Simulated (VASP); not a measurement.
# In (Pm-3m) in VASP: a series of runs

In is run at these levels: PBE; tasks: relaxation of cell and atoms.

Everything below comes from runs of VASP 6.6.1. Logs are shortened: lines on timing, memory, paths and dates and some standing lists are left out, and cuts for length are marked.

**1. The cell of the first run**

It takes space group Pm-3m (No. 221, cubic). The conventional cell has a = 2.431 Å, b = 2.431 Å, c = 2.431 Å, α = 90.00°, β = 90.00°, γ = 90.00°. In (site symmetry m-3m) has 6 In at 2.43 Å within 3.2 Å.

**2. Relaxation of cell and atoms, PBE, target pressure 140 GPa, at which the enthalpy is minimised**

The input, INCAR:

```
SYSTEM = In
PREC = Accurate
ENCUT = 600
EDIFF = 1E-6
ISMEAR = -1
SIGMA = 0.08
LREAL = .False.
LASPH = .True.
NELM = 100
ALGO = Normal
ISIF = 3
LWAVE = .False.
LCHARG = .False.
GGA = PE
IBRION = 2
NSW = 60
EDIFFG = -0.005
PSTRESS = 1400.0
```

The input, KPOINTS:

```
Automatic mesh
0
Gamma
  15 15 15
  0 0 0
```

The input, POSCAR:

```
In
1.0
    2.4308286674      0.0000000000      0.0000000000
    0.0000000000      2.4308286674      0.0000000000
    0.0000000000      0.0000000000      2.4308286674
In
1
Direct
    0.0000000000      0.0000000000      0.0000000000
```

Potentials or basis: VASP PAW PBE potentials, release 64 (In_d).

Command:

```bash
$ cat potpaw_PBE.64/In_d/POTCAR > POTCAR
$ mpirun -np 1 vasp_std > vasp.out
```

OUTCAR:

```text
SYSTEM = In
   PREC = Accurate
   ENCUT = 600
   EDIFF = 1E-6
   ISMEAR = -1
   LREAL = .False.
   LASPH = .True.
   NELM = 100
   ISIF = 3
   GGA = PE
   IBRION = 2
   NSW = 60
   EDIFFG = -0.005
   PSTRESS = 1400.0

 ion  position               nearest neighbor table
   1  0.000  0.000  0.000-

  LATTYP: Found a simple cubic cell.
 ALAT       =     2.4308286674

  Lattice vectors:

 A1 = (   2.4308286674,   0.0000000000,   0.0000000000)
 A2 = (   0.0000000000,   2.4308286674,   0.0000000000)
 A3 = (   0.0000000000,   0.0000000000,   2.4308286674)

Analysis of symmetry for initial positions (statically):
=====================================================================
 Subroutine PRICEL returns:
 Original cell was already a primitive cell.

 Routine SETGRP: Setting up the symmetry group for a
 simple cubic supercell.

 Subroutine GETGRP returns: Found 48 space group operations
 (whereof 48 operations were pure point group operations)
 out of a pool of 48 trial point group operations.

The static configuration has the point symmetry O_h .

Analysis of symmetry for dynamics (positions and initial velocities):
=====================================================================
 Subroutine PRICEL returns:
 Original cell was already a primitive cell.

 Routine SETGRP: Setting up the symmetry group for a
 simple cubic supercell.

 Subroutine GETGRP returns: Found 48 space group operations
 (whereof 48 operations were pure point group operations)
 out of a pool of 48 trial point group operations.

The dynamic configuration has the point symmetry O_h .

 Subroutine INISYM returns: Found 48 space group operations
 (whereof 48 operations are pure point group operations),
 and found     1 'primitive' translations

----------------------------------------------------------------------------------------

                                     Primitive cell

  volume of cell :      14.3636

  direct lattice vectors                    reciprocal lattice vectors
     2.430828667  0.000000000  0.000000000     0.411382346  0.000000000  0.000000000
     0.000000000  2.430828667  0.000000000     0.000000000  0.411382346  0.000000000
     0.000000000  0.000000000  2.430828667     0.000000000  0.000000000  0.411382346

  length of vectors
     2.430828667  2.430828667  2.430828667     0.411382346  0.411382346  0.411382346

  position of ions in fractional coordinates (direct lattice)
     0.000000000  0.000000000  0.000000000

  ion indices of the primitive-cell ions
   primitive index   ion index
                 1           1

----------------------------------------------------------------------------------------

 KPOINTS: Automatic mesh

Automatic generation of k-mesh.
 Grid dimensions read from file:
 generate k-points for:   15   15   15

 Generating k-lattice:

  Cartesian coordinates                     Fractional coordinates (reciprocal lattice)
     0.027425490  0.000000000  0.000000000     0.066666667  0.000000000  0.000000000
     0.000000000  0.027425490  0.000000000     0.000000000  0.066666667  0.000000000
     0.000000000  0.000000000  0.027425490     0.000000000  0.000000000  0.066666667

  Length of vectors
     0.027425490  0.027425490  0.027425490

  Shift w.r.t. Gamma in fractional coordinates (k-lattice)
     0.000000000  0.000000000  0.000000000

 Subroutine IBZKPT returns following result:
 ===========================================

 Found    120 irreducible k-points:

 Following reciprocal coordinates:
            Coordinates               Weight
  0.000000  0.000000  0.000000      1.000000
  0.066667  0.000000  0.000000      6.000000
  0.133333  0.000000  0.000000      6.000000
  0.200000  0.000000  0.000000      6.000000
  0.266667  0.000000  0.000000      6.000000
  0.333333  0.000000  0.000000      6.000000
[... 16 lines left out ...]
  0.266667  0.200000  0.000000     24.000000
  0.333333  0.200000  0.000000     24.000000
 [... further k-points ...]
   k-points           NKPTS =    120   k-points in BZ     NKDIM =    120   number of bands    NBANDS=     10
   number of dos      NEDOS =    301   number of ions     NIONS =      1
   total plane-waves  NPLWV =   8000
   dimension x,y,z NGX =    20 NGY =   20 NGZ =   20
   dimension x,y,z NGXF=    40 NGYF=   40 NGZF=   40
   ions per type =               1
   NGX,Y,Z   is equivalent  to a cutoff of  13.68, 13.68, 13.68 a.u.
   NGXF,Y,Z  is equivalent  to a cutoff of  27.36, 27.36, 27.36 a.u.
 SYSTEM =  In
   PREC   = accura    normal or accurate (medium, high low for compatibility)
   ISTART =      0    job   : 0-new  1-cont  2-samecut
   ICHARG =      2    charge: 1-file 2-atom 10-const
   ISPIN  =      1    spin polarized calculation?
   LNONCOLLINEAR =      F non collinear calculations
   LSORBIT =      F    spin-orbit coupling
   LASPH  =      T    aspherical Exc in radial PAW
   ENCUT  =  600.0 eV  44.10 Ry    6.64 a.u.   4.85  4.85  4.85*2*pi/ulx,y,z
   NELM   =    100;   NELMIN=  2; NELMDL= -5     # of ELM steps
   EDIFF  = 0.1E-05   stopping-criterion for ELM
   LREAL  =      F    real-space projection
   EDIFFG = -.5E-02   stopping-criterion for IOM
   NSW    =     60    number of steps for IOM
   IBRION =      2    ionic relax: 0-MD 1-quasi-New 2-CG
   NFREE  =      1    steps in history (QN), initial steepest desc. (CG)
   ISIF   =      3    stress and relaxation
   ISYM   =      2    0-nonsym 1-usesym 2-fastsym
   POTIM  = 0.5000    time-step for ionic-motion
   TEBEG  =    0.0;   TEEND  =   0.0 temperature during run
   PSTRESS= 1400.0 pullay stress
   NELECT =      13.0000    total number of electrons
   NUPDOWN=      -1.0000    fix difference up-down
   EMIN   =  10.00;   EMAX   =-10.00  energy-range for DOS
   EFERMI =   0.00;   METHOD = LEGACY
   ISMEAR =    -1;   SIGMA  =   0.08  broadening in eV -4-tet -1-fermi 0-gaus
   EFERMI_NEDOS =   21; number of points for ismear=-14 and -15
   IALGO  =     38    algorithm
   IMIX   =      4    mixing-type and parameters
     AMIX     =   0.40;   BMIX     =  1.00
     AMIX_MAG =   1.60;   BMIX_MAG =  1.00
  volume/ion in A,a.u.               =      14.36        96.93
  Fermi-wavevector in a.u.,A,eV,Ry     =   1.583561  2.992497 34.118881  2.507667
  Thomas-Fermi vector in A             =   2.683313
   LORBIT       =      0    0 simple, 1 ext, 2 COOP (PROOUT), +10 PAW based schemes
   GGA     = PE    functional components
   LHFCALC =     F    Hartree Fock is set to
   AEXX    =    0.0000 exact exchange contribution
   IVDW    =     0    specifies the selected vdW correction
   LEPSILON=     F    determine dielectric tensor
   LRPA    =     F    only Hartree local field effects (RPA)
 conjugate gradient relaxation of ions
 non-spin polarized calculation
  energy-cutoff  :      600.00
  volume of cell :       14.36
 maximum number of plane-waves:       493
 NGX is ok and might be reduce to    20
   NGX =  9   NGY =  9   NGZ =  9

--------------------------------------- Ionic step        1  -------------------------------------------

 number of electron      12.9999992 magnetization

 Free energy of the ion-electron system (eV)
  ---------------------------------------------------
  ext. energy  EPLUGINS =         0.00000000
  ---------------------------------------------------
  free energy    TOTEN  =         0.89119903 eV

  energy without entropy =        0.89619982  energy(sigma->0) =        0.89369942

------------------------ aborting loop because EDIFF is reached ----------------------------------------

  FORCE on cell =-STRESS in cart. coord.  units (eV):
  Direction    XX          YY          ZZ          XY          YZ          ZX
  --------------------------------------------------------------------------------------
  -------------------------------------------------------------------------------------
  Total       13.2303897     13.2303897     13.2303897      0.0000000      0.0000000      0.0000000
  in kB     1475.7750776   1475.7750776   1475.7750776      0.0000000      0.0000000      0.0000000
  external PRESSURE =      75.7750776 kB  Pullay stress =    1400.0000000 kB
[... 96 lines left out ...]
  enthalpy is  TOTEN    =        13.4377856865 eV   P V=       12.7257723143

--------------------------------------- Ionic step        4  -------------------------------------------

 number of electron      12.9999992 magnetization

 Free energy of the ion-electron system (eV)
  ---------------------------------------------------
  ext. energy  EPLUGINS =         0.00000000
  ---------------------------------------------------
  free energy    TOTEN  =         0.71908550 eV

  energy without entropy =        0.72409535  energy(sigma->0) =        0.72159043

 E-fermi :  16.6391     XC(G=0): -13.3137

 val. band max:       16.6224799753   @ k =   0.3333   0.1333   0.1333
 cond. band min:      16.6538624982   @ k =   0.3333   0.2000   0.0000
 fundamental gap:      0.0313825229
 Fermi energy:        16.6391274501

 k-point     1 :       0.0000    0.0000    0.0000
  band No.  band energies     occupation
      1      -1.6529      2.00000
      2      -1.6529      2.00000
      3       1.5960      2.00000
      4       1.5960      2.00000
      5       1.5960      2.00000
      6       1.6915      2.00000
      7      27.1236      0.00000
      8      27.1236      0.00000
      9      27.1236      0.00000
     10      32.5858      0.00000
[... 287 lines left out ...]
 k-point    24 :       0.3333    0.2000    0.0000
  band No.  band energies     occupation
      1      -1.0783      2.00000
      2       0.1258      2.00000
      3       0.1844      2.00000
      4       0.8891      2.00000
      5       1.3255      2.00000
      6       6.4781      2.00000
      7      16.6539      0.90817
      8      24.0027      0.00000
      9      31.1917      0.00000
     10      32.6347      0.00000

 [... further k-points ...]
[... 5 lines left out ...]
  --------------------------------------------------------------------------------------
  -------------------------------------------------------------------------------------
  Total       12.7174267     12.7174267     12.7174267      0.0000000      0.0000000      0.0000000
  in kB     1399.8607622   1399.8607622   1399.8607622      0.0000000      0.0000000      0.0000000
  external PRESSURE =      -0.1392378 kB  Pullay stress =    1400.0000000 kB
[... 16 lines left out ...]
  FREE ENERGIE OF THE ION-ELECTRON SYSTEM (eV)
  ---------------------------------------------------
  free  energy   TOTEN  =         0.7190855013 eV

  energy  without entropy=        0.7240953509  energy(sigma->0) =        0.72159043

  enthalpy is  TOTEN    =        13.4377771852 eV   P V=       12.7186916839

 reached required accuracy - stopping structural energy minimisation
```

Run time: 30 s. Hardware: 1 thread of Intel Xeon 6975P-C, shared host; peak memory 0.15 GiB.

Results:

- Free energy: 0.7191 eV
- Relaxed volume: 14.56 Å³/atom
- Relaxed cell: a = 2.442 Å, b = 2.442 Å, c = 2.442 Å, α = 90.00°, β = 90.00°, γ = 90.00°
- Space group after relaxing (to 0.05 Å): Pm-3m (No. 221)
- Energy change on relaxing (the enthalpy is what falls): -172.1 meV/atom
- Ionic steps: 4
- Pressure after relaxing: 140.0 GPa

The path:
```csv
step,energy change (eV),largest force (eV/Å),pressure (GPa),volume (Å³)
1,0.0000,0.0000,147.58,14.36
2,-1.1088,0.0000,99.46,15.82
3,-0.1792,0.0000,139.69,14.56
4,-0.1721,0.0000,139.99,14.56
```

Final structure:
```xyz
1
Lattice="2.4416 0.0000 0.0000 0.0000 2.4416 0.0000 0.0000 0.0000 2.4416" Properties=species:S:1:pos:R:3 pbc="T T T"
In    0.0000    0.0000    0.0000
```

Caveat: the cell is relaxed towards a set pressure, so the enthalpy falls and the energy may rise; spin-orbit coupling is left out, which moves the levels of the heavy elements.

**3. Relaxation of cell and atoms, PBE, target pressure 140 GPa, at which the enthalpy is minimised**

This run uses another cell than the first one, of 14.53 Å³/atom, 1.012 times its volume.

The input, INCAR:

```
PREC = Accurate ; ENCUT = 600
EDIFF = 1E-6 ; ISMEAR = -1
SIGMA = 0.08 ; LREAL = F
LASPH = T ; NELM = 80
ALGO = Normal ; ISIF = 3
LWAVE = F ; LCHARG = F
GGA = PE ; IBRION = 2
NSW = 32 ; EDIFFG = -0.005
PSTRESS = 1400.0
```

The input, KPOINTS:

```
regular mesh
0
Gamma
  15 15 15
```

The input, POSCAR:

```
In
1.0
    2.4404281216      0.0000000000      0.0000000000
    0.0000000000      2.4404281216      0.0000000000
    0.0000000000      0.0000000000      2.4404281216
In
1
Direct
    0.0000000000      0.0000000000      0.0000000000
```

Potentials or basis: VASP PAW PBE potentials, release 64 (In_d).

Command:

```bash
$ cat potpaw_PBE.64/In_d/POTCAR > POTCAR
$ mpirun -np 1 vasp_std > vasp.out
```

It took 29 s on 1 thread of Intel Xeon 6975P-C, shared host; peak memory 0.14 GiB.

The run converged. Its results:

| Quantity | Value |
| --- | --- |
| Free energy | 0.7188 eV |
| Relaxed volume | 14.56 Å³/atom |
| Relaxed cell | a = 2.442 Å, b = 2.442 Å, c = 2.442 Å, α = 90.00°, β = 90.00°, γ = 90.00° |
| Space group after relaxing (to 0.05 Å) | Pm-3m (No. 221) |
| Energy change on relaxing (the enthalpy is what falls) | -18.7 meV/atom |
| Ionic steps | 6 |
| Pressure after relaxing | 140.0 GPa |

Step by step:
```
step  energy change (eV)  largest force (eV/Å)  pressure (GPa)  volume (Å³)
   1              0.0000                0.0000          140.80        14.53
   2             -0.1314                0.0000          135.07        14.69
   3             -0.0181                0.0000          140.09        14.56
   4             -0.0202                0.0000          139.92        14.56
   5             -0.0193                0.0000          139.92        14.56
   6             -0.0187                0.0000          139.97        14.56
```

Final structure:
```cif
data_structure
_symmetry_space_group_name_H-M 'P 1'
_symmetry_Int_Tables_number 1
_cell_length_a 2.4416
_cell_length_b 2.4416
_cell_length_c 2.4416
_cell_angle_alpha 90.000
_cell_angle_beta 90.000
_cell_angle_gamma 90.000
_cell_volume 14.56
loop_
_atom_site_label
_atom_site_type_symbol
_atom_site_fract_x
_atom_site_fract_y
_atom_site_fract_z
_atom_site_occupancy
In1 In 0.00000 0.00000 0.00000 1
```

Levels at points of the mesh, in eV from the Fermi level:
| k point | band 3 | band 4 | band 5 | band 6 | band 7 | band 8 | band 9 | band 10 |
| --- | --- | --- | --- | --- | --- | --- | --- | --- |
| (0.00, 0.00, 0.00) | -15.04 | -15.04 | -15.04 | -14.95 | 10.48 | 10.48 | 10.48 | 15.95 |

Caveat: the cell is relaxed towards a set pressure, so the enthalpy falls and the energy may rise; spin-orbit coupling is left out, which moves the levels of the heavy elements.
